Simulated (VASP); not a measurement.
# CdS (Greenockite) (P3m1) in VASP: a series of runs

Runs on CdS (Greenockite). Level: PBE+D3(BJ). Tasks: single point.

Everything below comes from runs of VASP 6.6.1. Logs are shortened: lines on timing, memory, paths and dates and some standing lists are left out, and cuts for length are marked.

**1. The cell of the first run**

It takes space group P3m1 (No. 156, trigonal). Conventional cell: a = 4.150 Å, b = 4.150 Å, c = 6.737 Å, α = 90.00°, β = 90.00°, γ = 120.00°. Cd (site symmetry 3m) has 4 S at 2.39 to 2.59 Å within 3.2 Å. Cd (site symmetry 3m) has 4 S at 2.53 to 2.54 Å within 3.3 Å. Within 3.2 Å of S (site symmetry 3m) lie 4 Cd at 2.39 to 2.54 Å. S (site symmetry 3m) has 4 Cd at 2.53 to 2.59 Å within 3.3 Å.

**2. Single point, PBE+D3(BJ)**

Contents of INCAR:

```
SYSTEM = CdS
PREC     = Accurate       ! precision mode
ENCUT    = 500            ! plane-wave cutoff, eV
EDIFF    = 1E-6           ! SCF threshold, eV
ISMEAR   = 0              ! smearing method
SIGMA    = 0.01           ! smearing width, eV
LREAL    = .False.        ! projectors in reciprocal space
LASPH    = .True.         ! aspherical terms in the spheres
NELM     = 120            ! most SCF steps
ALGO     = Normal         ! electronic algorithm
ISIF     = 2              ! what is computed and relaxed
LWAVE    = .False.        ! write WAVECAR
LCHARG   = .True.         ! write CHGCAR
GGA      = PE             ! functional
IVDW     = 12             ! dispersion correction
LELF     = .True.         ! ELF
LVHAR    = .True.       
NBANDS   = 26             ! bands
GGA_COMPAT= .False.
```

Contents of KPOINTS:

```
Automatic mesh
0
Gamma
  2 2 2
  0 0 0
```

Contents of POSCAR:

```
CdS
1.0
    4.1500000000      0.0000000000      0.0000000000
   -2.0750000000      3.5940000000      0.0000000000
    0.0000000000      0.0000000000      6.7370000000
Cd S
2 2
Direct
    0.3333333333      0.6666666667      0.0200000000
    0.6666666667      0.3333333333      0.5000000000
    0.3333333333      0.6666666667      0.3750000000
    0.6666666667      0.3333333333      0.8750000000
```

Potentials or basis: VASP PAW PBE potentials, release 64 (Cd, S).

Started as:

```bash
$ cat potpaw_PBE.64/Cd/POTCAR potpaw_PBE.64/S/POTCAR > POTCAR
$ mpirun -np 1 vasp_std > vasp.out
```

OUTCAR:

```text
SYSTEM = CdS
   PREC = Accurate
   ENCUT = 500
   EDIFF = 1E-6
   ISMEAR = 0
   LREAL = .False.
   LASPH = .True.
   NELM = 120
   ISIF = 2
   GGA = PE
   IVDW = 12
 IVDW          = 12

 ion  position               nearest neighbor table
   1  0.333  0.667  0.020-   3 2.39   4 2.59   4 2.59   4 2.59
   2  0.667  0.333  0.500-   4 2.53   3 2.54   3 2.54   3 2.54
   3  0.333  0.667  0.375-   1 2.39   2 2.54   2 2.54   2 2.54
   4  0.667  0.333  0.875-   2 2.53   1 2.59   1 2.59   1 2.59

  LATTYP: Found a hexagonal cell.
 ALAT       =     4.1500000000
 C/A-ratio  =     1.6233734940

  Lattice vectors:

 A1 = (   4.1500000000,   0.0000000000,   0.0000000000)
 A2 = (  -2.0750000000,   3.5940000000,   0.0000000000)
 A3 = (   0.0000000000,   0.0000000000,   6.7370000000)

Analysis of symmetry for initial positions (statically):
=====================================================================
 Subroutine PRICEL returns:
 Original cell was already a primitive cell.

 Routine SETGRP: Setting up the symmetry group for a
 hexagonal supercell.

 Subroutine GETGRP returns: Found  6 space group operations
 (whereof  6 operations were pure point group operations)
 out of a pool of 24 trial point group operations.

The static configuration has the point symmetry C_3v.

Analysis of symmetry for dynamics (positions and initial velocities):
=====================================================================
 Subroutine PRICEL returns:
 Original cell was already a primitive cell.

 Routine SETGRP: Setting up the symmetry group for a
 hexagonal supercell.

 Subroutine GETGRP returns: Found  6 space group operations
 (whereof  6 operations were pure point group operations)
 out of a pool of 24 trial point group operations.

The dynamic configuration has the point symmetry C_3v.

 Subroutine INISYM returns: Found  6 space group operations
 (whereof  6 operations are pure point group operations),
 and found     1 'primitive' translations

----------------------------------------------------------------------------------------

                                     Primitive cell

  volume of cell :     100.4830

  direct lattice vectors                    reciprocal lattice vectors
     4.150000000  0.000000000  0.000000000     0.240963855  0.139120757  0.000000000
    -2.075000000  3.594000000  0.000000000     0.000000000  0.278241514  0.000000000
     0.000000000  0.000000000  6.737000000     0.000000000  0.000000000  0.148434021

  length of vectors
     4.150000000  4.149995301  6.737000000     0.278241199  0.278241514  0.148434021
[... 65 lines left out ...]
   LREAL  =      F    real-space projection
   EDIFFG = 0.1E-04   stopping-criterion for IOM
   NSW    =      0    number of steps for IOM
   IBRION =     -1    ionic relax: 0-MD 1-quasi-New 2-CG
   NFREE  =      0    steps in history (QN), initial steepest desc. (CG)
   ISIF   =      2    stress and relaxation
   ISYM   =      2    0-nonsym 1-usesym 2-fastsym
   POTIM  = 0.5000    time-step for ionic-motion
   TEBEG  =    0.0;   TEEND  =   0.0 temperature during run
   PSTRESS=    0.0 pullay stress
   NELECT =      36.0000    total number of electrons
   NUPDOWN=      -1.0000    fix difference up-down
   EMIN   =  10.00;   EMAX   =-10.00  energy-range for DOS
   EFERMI =   0.00;   METHOD = LEGACY
   ISMEAR =     0;   SIGMA  =   0.01  broadening in eV -4-tet -1-fermi 0-gaus
   EFERMI_NEDOS =   21; number of points for ismear=-14 and -15
   IALGO  =     38    algorithm
   IMIX   =      4    mixing-type and parameters
     AMIX     =   0.40;   BMIX     =  1.00
     AMIX_MAG =   1.60;   BMIX_MAG =  1.00
  volume/ion in A,a.u.               =      25.12       169.52
  Fermi-wavevector in a.u.,A,eV,Ry     =   1.162728  2.197237 18.394208  1.351936
  Thomas-Fermi vector in A             =   2.299286
   LORBIT       =      0    0 simple, 1 ext, 2 COOP (PROOUT), +10 PAW based schemes
   GGA     = PE    functional components
   LHFCALC =     F    Hartree Fock is set to
   AEXX    =    0.0000 exact exchange contribution
   IVDW    =    12    specifies the selected vdW correction
   LEPSILON=     F    determine dielectric tensor
   LRPA    =     F    only Hartree local field effects (RPA)
 non-spin polarized calculation
 Gauss-broadening in eV      SIGMA  =   0.01
  energy-cutoff  :      500.00
  volume of cell :      100.48
 maximum number of plane-waves:      2552
   NGX = 15   NGY = 15   NGZ = 25

 number of electron      35.9999972 magnetization

 Free energy of the ion-electron system (eV)
  ---------------------------------------------------
  ext. energy  EPLUGINS =         0.00000000
  ---------------------------------------------------
  free energy    TOTEN  =       -11.30687375 eV

  energy without entropy =      -11.30687375  energy(sigma->0) =      -11.30687375

 E-fermi :   1.5167     XC(G=0):  -9.0231

 val. band max:        1.4181351544   @ k =   0.0000   0.0000   0.0000
 cond. band min:       2.4686976926   @ k =   0.0000   0.0000   0.0000
 fundamental gap:      1.0505625382
 Fermi energy:         1.5166721156

 k-point     1 :       0.0000    0.0000    0.0000
  band No.  band energies     occupation
      1     -11.0736      2.00000
      2     -10.3508      2.00000
      3      -6.5680      2.00000
      4      -6.5340      2.00000
      5      -6.5340      2.00000
      6      -6.2667      2.00000
[... 105 lines left out ...]
     25       9.4126      0.00000
     26       9.6600      0.00000

------------------------ aborting loop because EDIFF is reached ----------------------------------------

 Edisp (eV)   -1.20942

 E8    (eV) :    -0.4929

  FORCE on cell =-STRESS in cart. coord.  units (eV):
  Direction    XX          YY          ZZ          XY          YZ          ZX
  --------------------------------------------------------------------------------------
  -------------------------------------------------------------------------------------
  Total       1.31128     1.31128     1.40426    -0.00000     0.00000    -0.00000
  in kB      20.90806    20.90799    22.39052    -0.00000     0.00000    -0.00000
  external pressure =       21.40 kB  Pullay stress =        0.00 kB

 VOLUME and BASIS-vectors are now :
 -----------------------------------------------------------------------------
  energy-cutoff  :      500.00
  volume of cell :      100.48
      direct lattice vectors                 reciprocal lattice vectors
     4.150000000  0.000000000  0.000000000     0.240963855  0.139120757  0.000000000
    -2.075000000  3.594000000  0.000000000     0.000000000  0.278241514  0.000000000
     0.000000000  0.000000000  6.737000000     0.000000000  0.000000000  0.148434021

 POSITION                                       TOTAL-FORCE (eV/Angst)
 -----------------------------------------------------------------------------------
     -0.00000      2.39600      0.13474        -0.000000     -0.000000     -1.018600
      2.07500      1.19800      3.36850         0.000000      0.000000      0.426855
     -0.00000      2.39600      2.52637        -0.000000     -0.000000      0.592350
      2.07500      1.19800      5.89487        -0.000000      0.000000     -0.000605
 -----------------------------------------------------------------------------------
    total drift:                               -0.000000      0.000006     -0.000721

  FREE ENERGIE OF THE ION-ELECTRON SYSTEM (eV)
  ---------------------------------------------------
  free  energy   TOTEN  =       -12.5162985226 eV

  energy  without entropy=      -12.5162985226  energy(sigma->0) =      -12.51629852
```

stdout:

```text
POSCAR found type information on POSCAR CdS
 POSCAR found :  2 types and       4 ions
 scaLAPACK will be used
 LDA part: xc-table for (Slater+PW92), standard interpolation
 POSCAR, INCAR and KPOINTS ok, starting setup
 FFT: planning ... GRIDC
 FFT: planning ... GRID_SOFT
 FFT: planning ... GRID
 WAVECAR not read
 entering main loop
```

It took 16 s on 1 thread of Intel Xeon Platinum 8259CL at 2.50GHz (Skylake/Cascade Lake), shared host; peak memory 0.19 GiB.

Results:

| Item | Value |
| --- | --- |
| Free energy | -12.5163 eV |
| Pressure | 2.1 GPa |
| Largest force | 1.019 eV/Å |
| Band gap on the k mesh | 1.05 eV, direct |
| Dispersion energy per atom | -0.302 eV |

Forces on the atoms (eV/Å):
```
Cd   0.000  0.000 -1.019
Cd   0.000  0.000  0.427
S    0.000  0.000  0.592
S    0.000  0.000 -0.001
```

Stress tensor (GPa, compression positive):
```
2.09 0.00 0.00
0.00 2.09 0.00
0.00 0.00 2.24
```

Levels at points of the mesh, in eV from the valence-band top:
```csv
k point,band 15,band 16,band 17,band 18,band 19,band 20,band 21,band 22
"(0.00, 0.00, 0.00)",-0.90,-0.14,0.00,0.00,1.05,2.74,6.29,6.29
"(0.50, 0.00, 0.00)",-2.77,-1.96,-1.45,-0.65,3.51,3.84,4.92,6.28
"(0.00, 0.00, 0.50)",-0.64,-0.64,-0.29,-0.29,2.57,2.92,6.08,6.22
"(0.50, 0.00, 0.50)",-1.57,-1.53,-1.33,-1.12,3.22,3.35,5.17,5.47
```

Caveat: the k points lie up to 0.87 Å⁻¹ apart; three body term missing; forces of over 1 eV/Å act on the atoms, so gaps and moduli don't describe the material at rest. As with any semilocal functional, this PBE gap is likely too small.

**3. Single point, PBE+D3(BJ)**

Contents of INCAR:

```
SYSTEM = CdS
ALGO = Normal
EDIFF = 1E-6
ENCUT = 500
GGA = PE
GGA_COMPAT = .FALSE.
ISIF = 2
ISMEAR = 0
IVDW = 12
LASPH = .TRUE.
LCHARG = .FALSE.
LREAL = .FALSE.
LWAVE = .FALSE.
NBANDS = 26
NELM = 120
PREC = Accurate
SIGMA = 0.01
```

Contents of KPOINTS:

```
k-points
0
G
  2 2 2
  0 0 0
```

POSCAR: that of step 2 with these lines changed.

```diff
@@ -8,3 +8,3 @@
 Direct
-    0.3333333333      0.6666666667      0.0200000000
+    0.3333333333      0.6666666667      0.0300000000
     0.6666666667      0.3333333333      0.5000000000
```

Potentials or basis: VASP PAW PBE potentials, release 64 (Cd, S).

Started as:

```bash
$ cat potpaw_PBE.64/Cd/POTCAR potpaw_PBE.64/S/POTCAR > POTCAR
$ mpirun -np 1 vasp_std > vasp.out
```

Run time: 14 s. Hardware: 1 thread of Intel Xeon Platinum 8259CL at 2.50GHz (Skylake/Cascade Lake), shared host; peak memory 0.19 GiB.

The run converged. Its results:

| Property | Result |
| --- | --- |
| Free energy | -12.4201 eV |
| Pressure | 2.5 GPa |
| Largest force | 1.869 eV/Å |
| Band gap on the k mesh | 0.99 eV, direct |
| Dispersion energy per atom | -0.302 eV |

Forces on the atoms (eV/Å):
```
Cd   0.000  0.000 -1.869
Cd   0.000  0.000  0.551
S    0.000  0.000  1.210
S    0.000  0.000  0.109
```

Stress tensor (GPa, compression positive):
```
1.74 0.00 0.00
0.00 1.74 0.00
0.00 0.00 4.13
```

Levels at points of the mesh, in eV from the valence-band top:
| k point | band 16 | band 17 | band 18 | band 19 | band 20 | band 21 |
| --- | --- | --- | --- | --- | --- | --- |
| (0.00, 0.00, 0.00) | -0.21 | 0.00 | 0.00 | 0.99 | 2.75 | 6.21 |
| (0.50, 0.00, 0.00) | -2.05 | -1.52 | -0.61 | 3.41 | 3.87 | 4.84 |
| (0.00, 0.00, 0.50) | -0.79 | -0.25 | -0.25 | 2.45 | 2.97 | 6.05 |
| (0.50, 0.00, 0.50) | -1.63 | -1.34 | -1.04 | 3.11 | 3.30 | 5.08 |

Caveat: the k points lie up to 0.87 Å⁻¹ apart; three body term missing; forces of over 1 eV/Å act on the atoms, so gaps and moduli don't describe the material at rest.
